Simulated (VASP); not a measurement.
Here is a VASP 6.6.1 calculation.

File INCAR:

```
SYSTEM = Ti3Se
PREC = Accurate
ENCUT = 520
EDIFF = 1E-6
ISMEAR = 0
SIGMA = 0.1
LREAL = .FALSE.
LASPH = .TRUE.
NELM = 150
ALGO = Normal
ISIF = 2
LWAVE = .FALSE.
LCHARG = .FALSE.
ISPIN = 2
MAGMOM = 1 1 1 0
LORBIT = 11
LMAXMIX = 4
GGA = PE
NBANDS = 33
```

Contents of KPOINTS:

```
regular mesh
0
G
  6 6 4
  0 0 0
```

File POSCAR:

```
Ti3Se
1.0
    3.3581241305      0.0000000000      0.0000000000
    0.0000000000      3.3581241305      0.0000000000
    0.0000000000      0.0000000000      5.7923229754
Ti Se
3 1
Direct
    0.5000000000      0.5000000000      0.4644529507
    0.5000000000      0.5000000000      0.9438284927
    0.0000000000      0.0000000000      0.2041179672
    0.0000000000      0.0000000000      0.7041267794
```

Potentials or basis: VASP PAW PBE potentials, release 64 (Ti_sv, Se).

Command:

```sh
$ cat potpaw_PBE.64/Ti_sv/POTCAR potpaw_PBE.64/Se/POTCAR > POTCAR
$ mpirun -np 1 vasp_std > vasp.out
```

What does it give for the band gap on the k mesh?

Zero (filled and empty bands overlap).

Predict the net moment.

0.00 μB per cell.

Estimate the pressure.

-0.1 GPa.

Forces in eV/Å, atoms in the order of the input:
```
Ti   0.000  0.000 -0.013
Ti   0.000  0.000  0.011
Ti   0.000  0.000  0.001
Se   0.000  0.000  0.000
```
